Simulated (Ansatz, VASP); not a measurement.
SbSe5: VASP beside Ansatz

```
Sb Se
1.0
     6.27708    0.00000    0.00000
    -3.13854    5.43611    0.00000
     0.00000    0.00000    4.06841
Sb Se
1 5
Direct
  0.00000 0.00000 0.00000
  0.34394 0.00000 0.50000
  0.65606 0.65606 0.50000
  0.00000 0.34394 0.50000
  0.33333 0.66667 0.00000
  0.66667 0.33333 0.00000
```

Change from the starting cell: species swapped into the Mg5Pd type (P-62m, No. 189).

Alike in both runs: functional PBE; k mesh 3 × 3 × 3; occupations gaussian, width 0.2 eV; no spin polarisation.

Ansatz relaxed the structure, and its values are those at the end. VASP's run is a single point on that final structure, the one shown.

```csv
,VASP,Ansatz
version,VASP 6.6.1,Ansatz 0.2.0
potentials or method,"VASP PAW PBE potentials, release 64 (Sb, Se), cutoff 500 eV","scalar-relativistic, plane waves, PAW"
valence electrons in the cell,35,95
```

Ansatz gave:

```
gap on the k mesh at the Fermi level (eV) : none
pressure (GPa)                            : -0.1
rms of the force components (eV/Å)        : 0.003
```

**Question.** Estimate VASP's values.

**Answer.** gap on the k mesh at the Fermi level (eV): none; pressure (GPa): -0.1; rms of the force components (eV/Å): 0.006.

A gap of «none» marks a metal or a gap that the smearing closes. VASP's potentials hold 35 valence electrons a cell and Ansatz's 95, so a difference there can come from the potentials and not from the codes.

The k mesh is coarse, so the values compare programs but aren't converged. Spin-orbit coupling is off throughout.
